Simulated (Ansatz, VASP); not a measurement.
One calculation of TiSi16, two programs

```
CELL_PARAMETERS angstrom
0.00000 5.43000 5.43000
5.43000 0.00000 5.43000
5.43000 5.43000 0.00000
ATOMIC_POSITIONS crystal
Si 0.00190 0.98364 0.01423
Si 0.12576 0.11806 0.13854
Si 0.99309 0.99835 0.51172
Si 0.12578 0.11800 0.63243
Si 0.00146 0.50083 0.01482
Si 0.12165 0.62078 0.13737
Si 0.00079 0.50060 0.49981
Si 0.12547 0.62520 0.63293
Si 0.49895 0.99798 0.00544
Si 0.61923 0.11829 0.13818
Si 0.49890 0.99852 0.51128
Si 0.62247 0.12200 0.63486
Si 0.48441 0.50106 0.01452
Si 0.61877 0.62495 0.13888
Si 0.49857 0.49262 0.51212
Si 0.61830 0.62538 0.63267
Ti 0.87192 0.37129 0.88648
```

Alike in both runs: functional PBE; dispersion D3(BJ); k mesh 2 × 2 × 2; occupations fermi-dirac, width 0.02 eV; no spin polarisation.

Ansatz relaxed the structure, and its values are those at the end. VASP's run is a single point on that final structure, the one shown.

|  | VASP | Ansatz |
| --- | --- | --- |
| version | VASP 6.6.1 | Ansatz 0.2.0 |
| potentials or method | VASP PAW PBE potentials, release 64 (Si, Ti_sv), cutoff 520 eV | scalar-relativistic, plane waves, PAW |
| valence electrons in the cell | 76 | 76 |

```csv
,VASP,Ansatz,Ansatz less VASP
rms of the force components (eV/Å),0.007,0.006,-0.0013
```

The k mesh is coarse, so the values compare programs but aren't converged.
